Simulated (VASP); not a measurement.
Set up this calculation in VASP 6.6.1, as the native input.

```yaml
Task: single point
Functional: PBE
Potentials_or_basis: VASP PAW PBE potentials, release 64 (Ga_d, O)
Cutoff: 600 eV
k_mesh: 10 × 10 × 6
Occupations: gaussian, width 0.05 eV
Spin: no spin polarisation
Dipole_correction: no
Further_INCAR_settings: ALGO = Normal; EDIFF = 1e-06; NBANDS = 55
```

The structure of Ga2O3 lies in POSCAR:

```
Ga2O3
1.0
    6.2274305652     -1.5417565232      0.0114924410
    6.2274305652      1.5417565232      0.0114924410
   -1.4027234639      0.0000000000      5.7076941939
Ga O
4 6
Direct
    0.0899134338      0.0899134338      0.7947233214
    0.9100865662      0.9100865662      0.2052766786
    0.6585007298      0.6585007298      0.3141978958
    0.3414992702      0.3414992702      0.6858021042
    0.1634883771      0.1634883771      0.1092060624
    0.8365116229      0.8365116229      0.8907939376
    0.1737013129      0.1737013129      0.5643594349
    0.8262986871      0.8262986871      0.4356405651
    0.4960195696      0.4960195696      0.2566813611
    0.5039804304      0.5039804304      0.7433186389
```

These files were run (other wordings do the same):

INCAR

```
SYSTEM = Ga2O3
  PREC = Accurate
  ENCUT = 600
  EDIFF = 1E-6
  ISMEAR = 0
  SIGMA = 0.05
  LREAL = .False.
  LASPH = .True.
  NELM = 120
  ALGO = Normal
  ISIF = 2
  LWAVE = .False.
  LCHARG = .True.
  GGA = PE
  LVHAR = .True.
  NBANDS = 55
  GGA_COMPAT = .False.
  KPAR = 4
```

KPOINTS

```
Automatic mesh
0
Gamma
  10 10 6
  0 0 0
```

Potentials or basis: VASP PAW PBE potentials, release 64 (Ga_d, O).

Command:

```sh
$ cat potpaw_PBE.64/Ga_d/POTCAR potpaw_PBE.64/O/POTCAR > POTCAR
$ mpirun -np 4 vasp_std > vasp.out
```

Results of the run:

* Pressure: 0.3 GPa
* Largest force: 0.026 eV/Å
* Band gap on the k mesh: 1.99 eV (least direct gap 2.02 eV)

It took 11 min on 4 MPI ranks on AMD EPYC 7R43 64-Core Processor (Zen 3), on a shared host, peak memory 0.98 GiB a rank.
